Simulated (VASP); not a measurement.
Wanted: the native input for a VASP 6.6.1 run.

| Item | Value |
| --- | --- |
| Task | single point |
| Functional | PBEsol |
| Potentials or basis | VASP PAW PBE potentials, release 64 (Na_pv) |
| Cutoff | 520 eV |
| k mesh | 13 × 13 × 13 |
| Occupations | fermi-dirac, width 0.05 eV |
| Spin | no spin polarisation |
| Dipole correction | no |
| Further INCAR settings | ALGO = Normal; EDIFF = 1e-06; NBANDS = 10 |

The structure of Na lies in POSCAR:

```
Na
1.0
   -1.7583815614      1.7583815614      1.7583815614
    1.7583815614     -1.7583815614      1.7583815614
    1.7583815614      1.7583815614     -1.7583815614
Na
1
Direct
    0.0000000000      0.0000000000      0.0000000000
```

These files were run (other wordings do the same):

INCAR

```
PREC = Accurate ; ENCUT = 520
EDIFF = 1E-6 ; ISMEAR = -1
SIGMA = 0.05 ; LREAL = False
LASPH = True ; NELM = 60
ALGO = Normal ; ISIF = 2
LWAVE = False ; LCHARG = False
GGA = PS ; NBANDS = 10
```

KPOINTS

```
Automatic mesh
0
Gamma
  13 13 13
```

Potentials or basis: VASP PAW PBE potentials, release 64 (Na_pv).

The run is started by

```bash
$ cat potpaw_PBE.64/Na_pv/POTCAR > POTCAR
$ mpirun -np 1 vasp_std > vasp.out
```

Results of the run:

| Quantity | Value |
| --- | --- |
| Pressure | 10.3 GPa |
| Band gap on the k mesh | zero (an odd number of electrons rules out a gap without spin polarisation) |

Caveat: the cell stands under pressure; the PAW data sets were made with another functional, which shifts forces and pressure a little.

Wall time 24 s on 1 thread of AMD EPYC 7R13 (shared host), peak memory 0.11 GiB.
